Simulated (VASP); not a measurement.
# Li in VASP: notebook

The runs below take Li through relaxation of cell and atoms, single point, with PBE.

Program: VASP 6.6.1. These are calculated values, not measurements. Logs are shortened: lines on timing, memory, paths and dates and some standing lists are left out, and cuts for length are marked.

### Step 1. The cell of the first run

The typed cell holds 8 atoms: a = 6.217 Å, b = 6.217 Å, c = 4.173 Å, α = 90.00°, β = 90.00°, γ = 90.00°.

### Step 2. Relaxation of cell and atoms, PBE

The input, INCAR:

```
SYSTEM = Li
ALGO = Normal ; EDIFF = 1E-6
EDIFFG = -0.01 ; ENCUT = 600
GGA = PE ; IBRION = 2
ISIF = 3 ; ISMEAR = 0
LASPH = .TRUE. ; LCHARG = .FALSE.
LREAL = .FALSE. ; LWAVE = .FALSE.
NELM = 100 ; NSW = 100
PREC = Accurate ; SIGMA = 0.1
```

The input, KPOINTS:

```
k-points
0
G
  6 6 10
  0 0 0
```

The input, POSCAR:

```
Li
1.0
    6.2165650640      0.0000000000      0.0000000000
    0.0000000000      6.2165650640      0.0000000000
    0.0000000000      0.0000000000      4.1729925140
Li
8
Direct
    0.5000563747      0.7500109618      0.0000000000
    0.4999436253      0.2499890382      0.0000000000
    0.7500109618      0.4999436253      0.5000000000
    0.2499890382      0.5000563747      0.5000000000
    1.0000563747      0.7499890382      0.0000000000
   -0.0000563747      0.2500109618      0.0000000000
    0.7499890382     -0.0000563747      0.5000000000
    0.2500109618      1.0000563747      0.5000000000
```

Potentials or basis: VASP PAW PBE potentials, release 64 (Li_sv).

Started as:

```console
> cat potpaw_PBE.64/Li_sv/POTCAR > POTCAR
> mpirun -np 1 vasp_std > vasp.out
```

OUTCAR:

```text
SYSTEM = Li
   EDIFF = 1E-6
   EDIFFG = -0.01
   ENCUT = 600
   GGA = PE
   IBRION = 2
   ISIF = 3
   ISMEAR = 0
   LASPH = .TRUE.
   LREAL = .FALSE.
   NELM = 100
   NSW = 100
   PREC = Accurate

 ion  position               nearest neighbor table
   1  0.500  0.750  0.000-
   2  0.500  0.250  0.000-
   3  0.750  0.500  0.500-
   4  0.250  0.500  0.500-
   5  0.000  0.750  0.000-
   6  1.000  0.250  0.000-
   7  0.750  1.000  0.500-
   8  0.250  0.000  0.500-

  LATTYP: Found a simple tetragonal cell.
 ALAT       =     6.2165650640
 C/A-ratio  =     0.6712698204

  Lattice vectors:

 A1 = (   6.2165650640,   0.0000000000,   0.0000000000)
 A2 = (   0.0000000000,   6.2165650640,   0.0000000000)
 A3 = (   0.0000000000,   0.0000000000,   4.1729925140)

Analysis of symmetry for initial positions (statically):
=====================================================================
 Subroutine PRICEL returns:
 Original cell was already a primitive cell.

 Routine SETGRP: Setting up the symmetry group for a
 simple tetragonal supercell.

 Subroutine GETGRP returns: Found 16 space group operations
 (whereof  4 operations were pure point group operations)
 out of a pool of 16 trial point group operations.

The static configuration has the point symmetry C_2h.
 The point group associated with its full space group is D_4h.

Analysis of symmetry for dynamics (positions and initial velocities):
=====================================================================
 Subroutine PRICEL returns:
 Original cell was already a primitive cell.

 Routine SETGRP: Setting up the symmetry group for a
 simple tetragonal supercell.

 Subroutine GETGRP returns: Found 16 space group operations
 (whereof  4 operations were pure point group operations)
 out of a pool of 16 trial point group operations.

The dynamic configuration has the point symmetry C_2h.
 The point group associated with its full space group is D_4h.

 Subroutine INISYM returns: Found 16 space group operations
 (whereof  4 operations are pure point group operations),
 and found     1 'primitive' translations

----------------------------------------------------------------------------------------

                                     Primitive cell

  volume of cell :     161.2681

  direct lattice vectors                    reciprocal lattice vectors
[... 102 lines left out ...]
   NSW    =    100    number of steps for IOM
   IBRION =      2    ionic relax: 0-MD 1-quasi-New 2-CG
   NFREE  =      1    steps in history (QN), initial steepest desc. (CG)
   ISIF   =      3    stress and relaxation
   ISYM   =      2    0-nonsym 1-usesym 2-fastsym
   POTIM  = 0.5000    time-step for ionic-motion
   TEBEG  =    0.0;   TEEND  =   0.0 temperature during run
   PSTRESS=    0.0 pullay stress
   NELECT =      24.0000    total number of electrons
   NUPDOWN=      -1.0000    fix difference up-down
   EMIN   =  10.00;   EMAX   =-10.00  energy-range for DOS
   EFERMI =   0.00;   METHOD = LEGACY
   ISMEAR =     0;   SIGMA  =   0.10  broadening in eV -4-tet -1-fermi 0-gaus
   EFERMI_NEDOS =   21; number of points for ismear=-14 and -15
   IALGO  =     38    algorithm
   IMIX   =      4    mixing-type and parameters
     AMIX     =   0.40;   BMIX     =  1.00
     AMIX_MAG =   1.60;   BMIX_MAG =  1.00
  volume/ion in A,a.u.               =      20.16       136.04
  Fermi-wavevector in a.u.,A,eV,Ry     =   0.867552  1.639436 10.240387  0.752647
  Thomas-Fermi vector in A             =   1.986103
   LORBIT       =      0    0 simple, 1 ext, 2 COOP (PROOUT), +10 PAW based schemes
   GGA     = PE    functional components
   LHFCALC =     F    Hartree Fock is set to
   AEXX    =    0.0000 exact exchange contribution
   IVDW    =     0    specifies the selected vdW correction
   LEPSILON=     F    determine dielectric tensor
   LRPA    =     F    only Hartree local field effects (RPA)
 conjugate gradient relaxation of ions
 non-spin polarized calculation
 Gauss-broadening in eV      SIGMA  =   0.10
  energy-cutoff  :      600.00
  volume of cell :      161.27
 maximum number of plane-waves:      5432
 NGX is ok and might be reduce to    50
   NGX = 25   NGY = 25   NGZ = 17

--------------------------------------- Ionic step        1  -------------------------------------------

 number of electron      24.0000061 magnetization

 Free energy of the ion-electron system (eV)
  ---------------------------------------------------
  ext. energy  EPLUGINS =         0.00000000
  ---------------------------------------------------
  free energy    TOTEN  =       -15.26259467 eV

  energy without entropy =      -15.24312531  energy(sigma->0) =      -15.25285999

------------------------ aborting loop because EDIFF is reached ----------------------------------------

  FORCE on cell =-STRESS in cart. coord.  units (eV):
  Direction    XX          YY          ZZ          XY          YZ          ZX
  --------------------------------------------------------------------------------------
  -------------------------------------------------------------------------------------
  Total       -0.1495177     -0.1495177      0.0617386     -0.0000000      0.0000000      0.0000000
  in kB       -1.4854381     -1.4854381      0.6133645     -0.0000000      0.0000000      0.0000000
  external PRESSURE =      -0.7858372 kB  Pullay stress =       0.0000000 kB
[... 281 lines left out ...]
--------------------------------------- Ionic step        8  -------------------------------------------

 number of electron      23.9999972 magnetization

 Free energy of the ion-electron system (eV)
  ---------------------------------------------------
  ext. energy  EPLUGINS =         0.00000000
  ---------------------------------------------------
  free energy    TOTEN  =       -15.26640210 eV

  energy without entropy =      -15.25118362  energy(sigma->0) =      -15.25879286

 E-fermi :   0.6495     XC(G=0):  -7.0806

 val. band max:        0.6437876156   @ k =   0.0000   0.0000   0.5000
 cond. band min:       0.6765144243   @ k =   0.1667   0.0000   0.4000
 fundamental gap:      0.0327268087
 Fermi energy:         0.6494620000

 k-point     1 :       0.0000    0.0000    0.0000
  band No.  band energies     occupation
      1     -45.8340      2.00000
      2     -45.8151      2.00000
      3     -45.8151      2.00000
      4     -45.8151      2.00000
      5     -45.8151      2.00000
      6     -45.8093      2.00000
[... 457 lines left out ...]
      4     -45.8121      2.00000
      5     -45.8121      2.00000
      6     -45.8121      2.00000
[... 9 lines left out ...]
     16       1.6811      0.00000
     17       4.7876      0.00000

 [... further k-points ...]
[... 5 lines left out ...]
  --------------------------------------------------------------------------------------
  -------------------------------------------------------------------------------------
  Total        0.0492044      0.0492044      0.0364313     -0.0000000     -0.0000000      0.0000000
  in kB        0.4933939      0.4933939      0.3653122     -0.0000000     -0.0000000      0.0000000
  external PRESSURE =       0.4507000 kB  Pullay stress =       0.0000000 kB
[... 23 lines left out ...]
  FREE ENERGIE OF THE ION-ELECTRON SYSTEM (eV)
  ---------------------------------------------------
  free  energy   TOTEN  =       -15.2664021037 eV

  energy  without entropy=      -15.2511836240  energy(sigma->0) =      -15.25879286

 reached required accuracy - stopping structural energy minimisation
```

Wall time 8.3 min (1 thread of Intel Xeon Platinum 8488C (Sapphire Rapids), shared host); peak memory 0.36 GiB.

Results:

| Quantity | Value |
| --- | --- |
| Free energy | -15.2664 eV |
| Relaxed volume | 19.97 Å³/atom |
| Relaxed cell | a = 6.122 Å, b = 6.122 Å, c = 4.263 Å, α = 90.00°, β = 90.00°, γ = 90.00° |
| Space group after relaxing (to 0.05 Å) | I4/mmm (No. 139) |
| Energy gained by relaxing | 0.5 meV/atom |
| Ionic steps | 8 |
| Pressure after relaxing | 0.0 GPa |
| Band gap on the k mesh | zero (band 12 reaches 1.24 eV, above the bottom of band 13 at 0.08 eV) |

The path:
```csv
step,energy change (eV),largest force (eV/Å),pressure (GPa),volume (Å³)
1,0.0000,0.0003,-0.08,161.27
2,-0.0003,0.0003,-0.05,161.04
3,-0.0009,0.0002,0.00,160.35
4,-0.0015,0.0002,0.12,158.96
5,-0.0018,0.0002,0.12,158.98
6,-0.0027,0.0002,0.11,159.01
7,-0.0035,0.0003,0.11,159.07
8,-0.0038,0.0002,0.05,159.78
```

Final structure:
```
Li
1.0
     6.12177    0.00000    0.00000
     0.00000    6.12177    0.00000
     0.00000    0.00000    4.26350
Li
8
Cartesian
  3.0610 4.5913 0.0000
  3.0608 1.5305 0.0000
  4.5913 3.0608 2.1317
  1.5305 3.0610 2.1317
  0.0001 4.5914 0.0000
  6.1217 1.5304 0.0000
  4.5914 6.1217 2.1317
  1.5304 0.0001 2.1317
```

Levels at points of the mesh, in eV from the Fermi level:
```csv
k point,band 9,band 10,band 11,band 12,band 13,band 14,band 15,band 16
"(0.00, 0.00, 0.00)",-3.56,-0.57,-0.57,-0.57,-0.57,1.49,1.49,1.69
"(0.50, 0.00, 0.00)",-2.82,-2.82,0.18,0.18,0.18,0.18,2.68,2.68
"(0.50, 0.50, 0.00)",-2.07,-2.07,-2.07,-2.07,3.46,3.46,3.46,3.46
"(0.00, 0.00, 0.50)",-2.02,-2.02,-0.01,-0.01,-0.01,-0.01,2.99,2.99
"(0.50, 0.00, 0.50)",-1.30,-1.30,-1.30,-1.30,0.98,0.98,0.98,0.98
"(0.50, 0.50, 0.50)",-0.53,-0.53,-0.53,-0.53,-0.53,-0.53,-0.53,-0.53
```

Caveat: the cutoff is under 1.25 times the usual one of these potentials, so pressure, stress and relaxed cells hold a basis-set (Pulay) error.

### Step 3. Single point, PBE

The input, INCAR:

```
PREC     = Accurate       # precision mode
ENCUT    = 520            # plane-wave cutoff, eV
EDIFF    = 1E-6           # SCF threshold, eV
ISMEAR   = 0              # smearing method
SIGMA    = 0.1            # smearing width, eV
LREAL    = False          # projectors in reciprocal space
LASPH    = True           # aspherical terms in the spheres
NELM     = 100            # most SCF steps
ALGO     = Normal         # electronic algorithm
ISIF     = 2              # what is computed and relaxed
LWAVE    = False          # write WAVECAR
LCHARG   = False          # write CHGCAR
GGA      = PE             # functional
NBANDS   = 22             # bands
```

The input, KPOINTS:

```
Automatic mesh
0
Gamma
  8 8 8
```

POSCAR is that of step 2.

Potentials or basis: VASP PAW PBE potentials, release 64 (Li_sv).

Started as:

```console
> cat potpaw_PBE.64/Li_sv/POTCAR > POTCAR
> mpirun -np 1 vasp_std > vasp.out
```

Wall time 2.3 min (1 thread of Intel Xeon Platinum 8488C (Sapphire Rapids), shared host); peak memory 0.34 GiB.

Results (log left out):

- Free energy: -15.2656 eV
- Band gap on the k mesh: zero (band 12 reaches 1.05 eV, above the bottom of band 13 at -0.01 eV)

Levels at points of the mesh, in eV from the Fermi level:
```
           k point  band 8  band 9  band 10  band 11  band 12  band 13  band 14  band 15  band 16  band 17
(0.00, 0.00, 0.00)  -46.51   -3.59    -0.67    -0.67    -0.67    -0.67     1.30     1.30     1.99     4.48
(0.50, 0.00, 0.00)  -46.51   -2.86    -2.86     0.05     0.05     0.05     0.05     2.94     2.94     2.94
(0.50, 0.50, 0.00)  -46.51   -2.13    -2.13    -2.13    -2.13     3.20     3.20     3.20     3.20     3.89
(0.00, 0.00, 0.50)  -46.51   -1.96    -1.96    -0.03    -0.03    -0.03    -0.03     2.93     2.93     2.93
(0.50, 0.00, 0.50)  -46.52   -1.27    -1.27    -1.27    -1.27     0.92     0.92     0.92     0.92     3.15
(0.50, 0.50, 0.50)  -46.52   -0.53    -0.53    -0.53    -0.53    -0.53    -0.53    -0.53    -0.53     5.31
```

Caveat: the cutoff is under 1.25 times the usual one of these potentials, so pressure, stress and relaxed cells hold a basis-set (Pulay) error.
